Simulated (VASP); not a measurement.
Here is a VASP 6.6.1 calculation.

Contents of INCAR:

```
ALGO = Normal
EDIFF = 1E-6
ENCUT = 520
GGA = PE
ISIF = 2
ISMEAR = 0
LASPH = T
LCHARG = F
LREAL = F
LWAVE = F
NBANDS = 14
NELM = 100
PREC = Accurate
SIGMA = 0.01
```

KPOINTS

```
k-points
0
Gamma
  4 4 4
```

POSCAR

```
NaI
1.0
    0.0000000000      3.6317714246      3.6317714246
    3.6317714246      0.0000000000      3.6317714246
    3.6317714246      3.6317714246      0.0000000000
Na I
1 1
Direct
    0.0000000000      0.0000000000      0.0000000000
    0.2500000000      0.2500000000      0.2500000000
```

Potentials or basis: VASP PAW PBE potentials, release 64 (Na_pv, I).

Command:

```sh
$ cat potpaw_PBE.64/Na_pv/POTCAR potpaw_PBE.64/I/POTCAR > POTCAR
$ mpirun -np 1 vasp_std > vasp.out
```

(1) Predict the band gap on the k mesh.

(2) Estimate the pressure.

Results:

(1) 3.70 eV.

(2) -0.4 GPa.

Caveat: the cell differs from its parent crystal (strain +2.5%); spin-orbit coupling is left out, which moves the levels of the heavy elements.
